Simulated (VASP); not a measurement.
Wanted: the native input for a VASP 6.6.1 run.

- Task: single point
- Functional: PBE
- Potentials or basis: VASP PAW PBE potentials, release 64 (In_d, Sb)
- Cutoff: 520 eV
- k mesh: 8 × 8 × 8
- Occupations: gaussian, width 0.15 eV
- Spin: no spin polarisation
- Dipole correction: no
- Further INCAR settings: ALGO = Normal; EDIFF = 1e-07; NBANDS = 22

The structure of InSb3 lies in POSCAR:

```
InSb3
1.0
    4.7657240740      0.0560815005      0.0560815005
    0.0560815005      4.7657240740      0.0560815005
    0.0560815005      0.0560815005      4.7657240740
In Sb
1 3
Direct
    0.0000000000      0.0000000000      0.0000000000
    0.5000000000      0.0000000000      0.5000000000
    0.0000000000      0.5000000000      0.5000000000
    0.5000000000      0.5000000000      0.0000000000
```

One way to write it, as run:

INCAR

```
PREC = Accurate
ENCUT = 520
EDIFF = 1E-7
ISMEAR = 0
SIGMA = 0.15
LREAL = False
LASPH = True
NELM = 80
ALGO = Normal
ISIF = 2
LWAVE = False
LCHARG = False
GGA = PE
NBANDS = 22
```

KPOINTS

```
Automatic mesh
0
Gamma
  8 8 8
```

Potentials or basis: VASP PAW PBE potentials, release 64 (In_d, Sb).

Command:

```console
$ cat potpaw_PBE.64/In_d/POTCAR potpaw_PBE.64/Sb/POTCAR > POTCAR
$ mpirun -np 1 vasp_std > vasp.out
```

Results of the run:

```yaml
Pressure: 1.7 GPa
Band_gap_on_the_k_mesh: zero (bands 14 and 15 overlap by 4.50 eV)
```

Caveat: spin-orbit coupling is left out, which moves the levels of the heavy elements.

It took 2.9 min on 1 thread of Intel Xeon 8259CL (shared host), peak memory 0.3 GiB.
